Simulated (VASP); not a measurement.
CaO, 2 atoms in the cell. The structure is trigonal, space group R-3m (No. 166). The conventional cell has a = 3.391 Å, b = 3.391 Å, c = 8.407 Å, α = 90.00°, β = 90.00°, γ = 120.00°. Within 3.2 Å of Ca (site symmetry -3m) lie 6 O at 2.41 Å. O (site symmetry -3m) has 6 Ca at 2.41 Å within 3.2 Å.  This cell differs from its parent crystal: strain along [111] +1.2%.

- Program: VASP 6.6.1
- Task: single point
- Functional: r2SCAN
- Potentials or basis: VASP PAW PBE potentials, release 64 (Ca_sv, O)
- Cutoff: 520 eV
- k mesh: 10 × 10 × 10
- Occupations: gaussian, width 0.01 eV
- Spin: no spin polarisation
- Dipole correction: no
- Further INCAR settings: ALGO = Normal; EDIFF = 1e-06; NBANDS = 15

Potentials or basis: VASP PAW PBE potentials, release 64 (Ca_sv, O).

Command:

```console
$ cat potpaw_PBE.64/Ca_sv/POTCAR potpaw_PBE.64/O/POTCAR > POTCAR
$ cp INCAR.step1 INCAR
$ mpirun -np 1 vasp_std > vasp.out
$ cp INCAR.step2 INCAR
$ mpirun -np 1 vasp_std > vasp.out
```

Hardware: 1 thread of Intel(R) Xeon(R) Platinum 8488C (Sapphire Rapids), on a shared host.

**Question.** Estimate the wall time of this run.

**Answer.** Run time: 2 min on 1 thread of Intel(R) Xeon(R) Platinum 8488C (Sapphire Rapids), on a shared host, peak memory 0.19 GiB. Counts: k points 116.
